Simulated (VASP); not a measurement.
# ZnS (P2_1) in VASP: notebook, part 2 of 2

VASP 6.6.1. The steps go on from the part before.

### Step 4. Single point, PBEsol (strain -0.0100 x Voigt [0, 0, 0, 0, 0, 1])

File INCAR:

```
SYSTEM = ZnS
PREC = Accurate
ENCUT = 520
EDIFF = 1E-6
ISMEAR = 0
SIGMA = 0.05
LREAL = .False.
LASPH = .True.
NELM = 100
ALGO = Normal
ISIF = 2
LWAVE = .False.
LCHARG = .False.
GGA = PS
NBANDS = 26
```

File KPOINTS:

```
Automatic mesh
0
Gamma
  9 9 6
  0 0 0
```

File POSCAR:

```
ZnS
1.0
    3.8109987816     -0.0190549939      0.0000000000
   -1.9220014996      3.3099492556      0.0000000000
    0.0000000000      0.0000000000      6.2340000000
Zn S
2 2
Direct
    0.3333333333      0.6666666667      0.0000000000
    0.6666666667      0.3333333333      0.5000000000
    0.3333333333      0.6666666667      0.3850000000
    0.6666666667      0.3333333333      0.8850000000
```

Potentials or basis: VASP PAW PBE potentials, release 64 (Zn, S).

The run is started by

```bash
> cat potpaw_PBE.64/Zn/POTCAR potpaw_PBE.64/S/POTCAR > POTCAR
> mpirun -np 1 vasp_std > vasp.out
```

OUTCAR:

```text
SYSTEM = ZnS
   PREC = Accurate
   ENCUT = 520
   EDIFF = 1E-6
   ISMEAR = 0
   LREAL = .False.
   LASPH = .True.
   NELM = 100
   ISIF = 2
   GGA = PS

 ion  position               nearest neighbor table
   1  0.333  0.667  0.000-   4 2.31   4 2.31   4 2.32   3 2.40
   2  0.667  0.333  0.500-   3 2.31   3 2.31   3 2.32   4 2.40
   3  0.333  0.667  0.385-   2 2.31   2 2.31   2 2.32   1 2.40
   4  0.667  0.333  0.885-   1 2.31   1 2.31   1 2.32   2 2.40

  LATTYP: Found a simple monoclinic cell.
 ALAT       =     3.7945086339
 B/A-ratio  =     1.6429004652
 C/A-ratio  =     1.0043583469
 COS(beta)  =    -0.4934813925

  Lattice vectors:

 A1 = (   1.8889972820,   3.2908942617,   0.0000000000)
 A2 = (   0.0000000000,   0.0000000000,  -6.2340000000)
 A3 = (  -3.8109987816,   0.0190549939,   0.0000000000)

Analysis of symmetry for initial positions (statically):
=====================================================================
 Subroutine PRICEL returns:
 Original cell was already a primitive cell.

 Routine SETGRP: Setting up the symmetry group for a
 simple monoclinic supercell.

 Subroutine GETGRP returns: Found  2 space group operations
 (whereof  1 operations were pure point group operations)
 out of a pool of  4 trial point group operations.

The static configuration has the point symmetry C_1 .
 The point group associated with its full space group is C_2 .

Analysis of symmetry for dynamics (positions and initial velocities):
=====================================================================
 Subroutine PRICEL returns:
 Original cell was already a primitive cell.

 Routine SETGRP: Setting up the symmetry group for a
 simple monoclinic supercell.

 Subroutine GETGRP returns: Found  2 space group operations
 (whereof  1 operations were pure point group operations)
 out of a pool of  4 trial point group operations.

The dynamic configuration has the point symmetry C_1 .
[... 116 lines left out ...]
   NUPDOWN=      -1.0000    fix difference up-down
   EMIN   =  10.00;   EMAX   =-10.00  energy-range for DOS
   EFERMI =   0.00;   METHOD = LEGACY
   ISMEAR =     0;   SIGMA  =   0.05  broadening in eV -4-tet -1-fermi 0-gaus
   EFERMI_NEDOS =   21; number of points for ismear=-14 and -15
   IALGO  =     38    algorithm
   IMIX   =      4    mixing-type and parameters
     AMIX     =   0.40;   BMIX     =  1.00
     AMIX_MAG =   1.60;   BMIX_MAG =  1.00
  volume/ion in A,a.u.               =      19.60       132.28
  Fermi-wavevector in a.u.,A,eV,Ry     =   1.262954  2.386637 21.702018  1.595053
  Thomas-Fermi vector in A             =   2.396336
   LORBIT       =      0    0 simple, 1 ext, 2 COOP (PROOUT), +10 PAW based schemes
   GGA     = PS    functional components
   LHFCALC =     F    Hartree Fock is set to
   AEXX    =    0.0000 exact exchange contribution
   IVDW    =     0    specifies the selected vdW correction
   LEPSILON=     F    determine dielectric tensor
   LRPA    =     F    only Hartree local field effects (RPA)
 non-spin polarized calculation
 Gauss-broadening in eV      SIGMA  =   0.05
  energy-cutoff  :      520.00
  volume of cell :       78.41
 maximum number of plane-waves:      2132
   NGX = 15   NGY = 15   NGZ = 23

 number of electron      35.9999978 magnetization

 Free energy of the ion-electron system (eV)
  ---------------------------------------------------
  ext. energy  EPLUGINS =         0.00000000
  ---------------------------------------------------
  free energy    TOTEN  =       -15.14045609 eV

  energy without entropy =      -15.14045609  energy(sigma->0) =      -15.14045609

 E-fermi :   2.3108     XC(G=0):  -9.8698

 val. band max:        2.0764584450   @ k =   0.0000   0.0000   0.0000
 cond. band min:       4.1851356244   @ k =   0.0000   0.0000   0.0000
 fundamental gap:      2.1086771794
 Fermi energy:         2.3107586858

 k-point     1 :       0.0000    0.0000    0.0000
  band No.  band energies     occupation
      1     -11.1395      2.00000
      2     -10.1984      2.00000
      3      -4.3346      2.00000
      4      -4.3318      2.00000
      5      -4.2717      2.00000
      6      -4.2694      2.00000
[... 685 lines left out ...]
     25      10.6397      0.00000
     26      11.6368      0.00000

 [... further k-points ...]
[... 5 lines left out ...]
  --------------------------------------------------------------------------------------
  -------------------------------------------------------------------------------------
  Total       -0.2331106     -0.2351395     -1.1418509      0.2853024      0.0000000      0.0000000
  in kB       -4.7633058     -4.8047625    -23.3322060      5.8297745      0.0000000      0.0000000
  external PRESSURE =     -10.9667581 kB  Pullay stress =       0.0000000 kB

 VOLUME and BASIS-vectors are now :
 -----------------------------------------------------------------------------
  energy-cutoff  :      520.00
  volume of cell :       78.41
      direct lattice vectors                 reciprocal lattice vectors
     3.810998782 -0.019054994  0.000000000     0.263162463  0.152811602  0.000000000
    -1.922001500  3.309949256  0.000000000     0.001514996  0.302999154  0.000000000
     0.000000000  0.000000000  6.234000000     0.000000000  0.000000000  0.160410651

 POSITION                                       TOTAL-FORCE (eV/Angst)
 -----------------------------------------------------------------------------------
     -0.01100      2.20028      0.00000         0.054172      0.000978      0.309493
      1.90000      1.09061      3.11700        -0.054172     -0.000978      0.309493
     -0.01100      2.20028      2.40009         0.068169      0.001003     -0.309493
      1.90000      1.09061      5.51709        -0.068169     -0.001003     -0.309493
 -----------------------------------------------------------------------------------
    total drift:                               -0.000000     -0.000000     -0.000151

  FREE ENERGIE OF THE ION-ELECTRON SYSTEM (eV)
  ---------------------------------------------------
  free  energy   TOTEN  =       -15.1404560887 eV

  energy  without entropy=      -15.1404560887  energy(sigma->0) =      -15.14045609
```

stdout:

```text
POSCAR found type information on POSCAR ZnS
 POSCAR found :  2 types and       4 ions
 scaLAPACK will be used
 -----------------------------------------------------------------------------
|                                                                             |
|                                                                             |
|     You enforced a specific xc type in the INCAR file but a different       |
|     I HOPE YOU KNOW WHAT YOU ARE DOING!                                     |
|                                                                             |
 -----------------------------------------------------------------------------

 LDA part: xc-table for (Slater+PW92), standard interpolation
 POSCAR, INCAR and KPOINTS ok, starting setup
 FFT: planning ... GRIDC
 FFT: planning ... GRID_SOFT
 FFT: planning ... GRID
 WAVECAR not read
 entering main loop
```

Run time: 2.5 min. Hardware: 1 thread of Intel Xeon Platinum 8488C (Sapphire Rapids), shared host; peak memory 0.38 GiB.

What came out:

```yaml
Free_energy: -15.1405 eV
Pressure: -1.1 GPa
Largest_force: 0.317 eV/Å
Band_gap_on_the_k_mesh: 2.11 eV, direct
```

Forces in eV/Å, atoms in the order of the input:
```
Zn   0.054  0.001  0.309
Zn  -0.054 -0.001  0.309
S    0.068  0.001 -0.309
S   -0.068 -0.001 -0.309
```

Caveat: the cell differs from its parent crystal (strain -0.0100 x Voigt [0, 0, 0, 0, 0, 1]); the PAW data sets were made with another functional, which shifts forces and pressure a little.

### Step 5. Overview

| cell | gap on the mesh (eV) | pressure (GPa) | largest force (eV/Å) |
| --- | --- | --- | --- |
| a = 3.811, b = 3.844, c = 6.234 Å, angles 90.0, 90.0, 120.9°, 4 atoms | 2.09 | -1.1 | 0.34 |
| a = 3.811, b = 3.803, c = 6.234 Å, angles 90.0, 90.0, 119.8°, 4 atoms | 2.12 | -1.1 | 0.31 |
| a = 3.811, b = 3.828, c = 6.234 Å, angles 90.0, 90.0, 120.4°, 4 atoms | 2.11 | -1.1 | 0.32 |

Alike in all rows: task single point; level PBEsol; potentials or basis VASP PAW PBE potentials, release 64 (Zn, S); no spin polarisation; k mesh 9 × 9 × 6; cutoff (eV) 520; smearing gaussian 0.05 eV.

Caveats: the PAW data sets were made with another functional, which shifts forces and pressure a little.

Absolute energies hang on the potentials; compare differences alone.
